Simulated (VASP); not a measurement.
Input of a VASP 6.6.1 run:

File INCAR:

```
PREC = Accurate
ENCUT = 520
EDIFF = 1E-6
ISMEAR = 0
SIGMA = 0.15
LREAL = F
LASPH = T
NELM = 100
ALGO = Fast
ISIF = 2
LWAVE = F
LCHARG = F
GGA = PS
IVDW = 12
NBANDS = 30
```

Contents of KPOINTS:

```
Automatic mesh
0
Gamma
  12 12 12
```

The input POSCAR:

```
In3Sb
1.0
    4.2516660869      0.0000000000      0.0000000000
    0.0000000000      4.2516660869      0.0000000000
    0.0000000000      0.0000000000      5.5271659130
In Sb
3 1
Direct
    0.5000000000      0.5000000000      0.0000000000
    0.5000000000      0.0000000000      0.5000000000
    0.0000000000      0.5000000000      0.5000000000
    0.0000000000      0.0000000000      0.0000000000
```

Potentials or basis: VASP PAW PBE potentials, release 64 (In_d, Sb).

Run with:

```bash
$ cat potpaw_PBE.64/In_d/POTCAR potpaw_PBE.64/Sb/POTCAR > POTCAR
$ mpirun -np 1 vasp_std > vasp.out
```

Problem. Predict the band gap on the k mesh.

Solution. Zero (band 22 reaches 9.68 eV, above the bottom of band 23 at 4.67 eV).

Problem. Estimate the dispersion energy per atom.

Solution. -0.416 eV.

Stress tensor (GPa, compression positive):
```
 1.59  0.00  0.00
 0.00  1.59  0.00
 0.00  0.00 -1.83
```

Caveat: the PAW data sets were made with another functional, which shifts forces and pressure a little; spin-orbit coupling is left out, which moves the levels of the heavy elements; pairwise dispersion overbinds metals, which lowers pressure and volume.
